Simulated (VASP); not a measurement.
A run of VASP 6.6.1 is set up as follows.

Contents of POSCAR:

```
CoO
1.0
    2.6314420519      0.0000000000      0.0000000000
    0.0000000000      2.6314420519      0.0000000000
    0.0000000000      0.0000000000      2.6314420519
Co O
1 1
Direct
    0.0000000000      0.0000000000      0.0000000000
    0.5000000000      0.5000000000      0.5000000000
```

INCAR.step1

```
SYSTEM = CoO
  ALGO = Normal
  EDIFF = 1E-4
  ENCUT = 600
  GGA = PE
  ISMEAR = 0
  LASPH = .True.
  LCHARG = .False.
  LDAU = .True.
  LDAUJ = 0 0
  LDAUL = 2 -1
  LDAUTYPE = 2
  LDAUU = 3.32 0
  LMAXMIX = 4
  LREAL = .False.
  LWAVE = .True.
  NELM = 150
  PREC = Accurate
  SIGMA = 0.02
```

Contents of INCAR.step2:

```
SYSTEM = CoO
  ALGO = Normal
  EDIFF = 1E-7
  EDIFFG = -0.01
  ENCUT = 600
  IBRION = 2
  ISIF = 3
  ISMEAR = 0
  ISTART = 1
  LASPH = .True.
  LCHARG = .False.
  LDAU = .True.
  LDAUJ = 0 0
  LDAUL = 2 -1
  LDAUPRINT = 1
  LDAUTYPE = 2
  LDAUU = 3.32 0
  LMAXMIX = 4
  LMIXTAU = .True.
  LREAL = .False.
  LWAVE = .False.
  METAGGA = R2SCAN
  NELM = 150
  NSW = 80
  PREC = Accurate
  SIGMA = 0.02
```

Contents of KPOINTS:

```
k-points
0
Gamma
  10 10 10
  0 0 0
```

Potentials or basis: VASP PAW PBE potentials, release 64 (Co, O).

The run is started by

```bash
$ cat potpaw_PBE.64/Co/POTCAR potpaw_PBE.64/O/POTCAR > POTCAR
$ cp INCAR.step1 INCAR
$ mpirun -np 1 vasp_std > vasp.out
$ cp INCAR.step2 INCAR
$ mpirun -np 1 vasp_std > vasp.out
```

Problem. Estimate the relaxed cell.

Solution. a = 2.520 Å, b = 2.520 Å, c = 2.520 Å, α = 90.00°, β = 90.00°, γ = 90.00°.

Problem. Predict the relaxed volume.

Solution. 8.00 Å³/atom.

Problem. Predict the space group after relaxing (to 0.05 Å).

Solution. Pm-3m (No. 221).

Step by step:
| step | energy change (eV) | largest force (eV/Å) | pressure (GPa) | volume (Å³) |
| --- | --- | --- | --- | --- |
| 1 | 0.0000 | 0.0000 | -24.39 | 18.22 |
| 2 | -0.1067 | 0.0000 | 23.80 | 14.80 |
| 3 | -0.1899 | 0.0000 | -0.23 | 16.02 |
| 4 | -0.1899 | 0.0000 | 0.45 | 15.98 |
| 5 | -0.1899 | 0.0000 | -0.31 | 16.03 |
| 6 | -0.1899 | 0.0000 | 0.03 | 16.01 |

Caveat: the PAW data sets were made with another functional, which shifts forces and pressure a little; an odd number of electrons without spin polarisation forces a metal; a magnetic or distorted state may lie lower; the run has no spin polarisation, though such a crystal can be magnetic; U without spin polarisation on a metal has little footing. Spin polarisation is off, so any magnetic state and its effect on volume and gap are missing.
